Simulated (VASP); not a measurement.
The system is GaP.

```
Ga P
1.0
     0.00000    2.69350    2.69350
     2.69350    0.00000    2.69350
     2.69350    2.69350    0.00000
Ga P
1 1
Direct
  0.00000 0.00000 0.00000
  0.25000 0.25000 0.25000
```

```yaml
Program: VASP 6.6.1
Task: relaxation of cell and atoms
Functional: PBEsol
Potentials_or_basis: VASP PAW PBE potentials, release 64 (Ga_d, P)
Cutoff: 600 eV
k_mesh: 10 × 10 × 10
Occupations: gaussian, width 0.02 eV
Spin: no spin polarisation
```

At the start: pressure 2.5 GPa; volume 19.54 Å³/atom.

Question: Where does the relaxation end?

Answer: Over 3 steps the energy falls by 4.2 meV/atom and the volume is 20.09 Å³/atom (+2.8 %); space group F-43m (No. 216, to 0.05 Å).

The path:
```tsv
step	energy change (eV)	largest force (eV/Å)	pressure (GPa)	volume (Å³)
1	0.0000	0.0000	2.49	39.08
2	-0.0056	0.0000	-1.30	40.83
3	-0.0083	0.0000	0.00	40.18
```

Final structure:
```
CELL_PARAMETERS angstrom
0.00000 2.71846 2.71846
2.71846 0.00000 2.71846
2.71846 2.71846 0.00000
ATOMIC_POSITIONS crystal
Ga 0.00000 0.00000 0.00000
P 0.25000 0.25000 0.25000
```

Caveat: the PAW data sets were made with another functional, which shifts forces and pressure a little.
